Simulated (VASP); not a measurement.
Write the native input for VASP 6.6.1 that does the following.

- Task: relaxation of cell and atoms
- Functional: PBE
- Potentials or basis: VASP PAW PBE potentials, release 64 (Ba_sv, B, Cl)
- Cutoff: 600 eV
- k mesh: 12 × 12 × 8
- Occupations: gaussian, width 0.1 eV
- Spin: no spin polarisation
- Dipole correction: no
- Further INCAR settings: ALGO = Normal; EDIFF = 1e-06; IBRION = 2; EDIFFG = -0.01; NSW = 100; ISIF = 3

The structure of Ba2BCl lies in POSCAR:

```
Ba2BCl
1.0
    5.5464102564      0.0000000000      0.0000000000
   -2.7732051282      4.8033321819      0.0000000000
    0.0000000000      0.0000000000      5.4460567305
Ba B Cl
2 1 1
Direct
    0.3333333333      0.6666666667      0.0000000000
    0.6666666667      0.3333333333      0.0000000000
    0.0000000000      0.0000000000      0.0000000000
    0.0000000000      0.0000000000      0.5000000000
```

The cell was built from a structure type or drawn by symmetry, and may not be a known phase.

One way to write it, as run:

INCAR

```
PREC = Accurate
ENCUT = 600
EDIFF = 1E-6
ISMEAR = 0
SIGMA = 0.1
LREAL = False
LASPH = True
NELM = 60
ALGO = Normal
ISIF = 3
LWAVE = False
LCHARG = False
GGA = PE
IBRION = 2
NSW = 100
EDIFFG = -0.01
```

KPOINTS

```
Automatic mesh
0
Gamma
  12 12 8
```

Potentials or basis: VASP PAW PBE potentials, release 64 (Ba_sv, B, Cl).

The run is started by

```bash
$ cat potpaw_PBE.64/Ba_sv/POTCAR potpaw_PBE.64/B/POTCAR potpaw_PBE.64/Cl/POTCAR > POTCAR
$ mpirun -np 1 vasp_std > vasp.out
```

Results of the run:

The relaxed volume is 37.10 Å³/atom. The relaxed cell is a = 5.612 Å, b = 5.612 Å, c = 5.441 Å, α = 90.00°, β = 90.00°, γ = 120.00°. The space group after relaxing (to 0.1 Å) is P6/mmm (No. 191), the energy gained by relaxing is 2.6 meV/atom and the ionic steps are 3. The pressure after relaxing is 0.0 GPa and the band gap on the k mesh is zero (bands 15 and 16 overlap by 0.81 eV).

Caveat: spin-orbit coupling is left out, which moves the levels of the heavy elements.

Wall time 5.8 min on 1 thread of Intel(R) Xeon(R) 6975P-C (Granite Rapids), with other jobs on the host, peak memory 0.57 GiB.
